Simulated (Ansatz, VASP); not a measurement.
# Two plane-wave programs on Ni

```
Ni
1.0
     0.00000    1.71044    1.71044
     1.71044    0.00000    1.71044
     1.71044    1.71044    0.00000
Ni
1
Direct
  0.00000 0.00000 0.00000
```

Alike in both runs: task single point; functional LDA; k mesh 16 × 16 × 16; occupations methfessel-paxton of order 1, width 1 eV; no spin polarisation.

|  | VASP | Ansatz |
| --- | --- | --- |
| version | VASP 6.6.1 | Ansatz 0.2.0 |
| potentials or method | VASP PAW LDA potentials, release 64 (Ni), cutoff 600 eV | plane waves (420 eV) with PAW, scalar-relativistic |
| valence electrons in the cell | 10 | 18 |

```tsv
	VASP	Ansatz	Ansatz less VASP
pressure (GPa)	-0.8	-0.6	+0.21
```

Ansatz warns that its potentials were made for another functional, while VASP's fit it. LDA's correlation is that of Perdew and Zunger in VASP and of Perdew and Wang (1992) in Ansatz. VASP's potentials hold 10 valence electrons a cell and Ansatz's 18, so a difference there can come from the potentials and not from the codes.
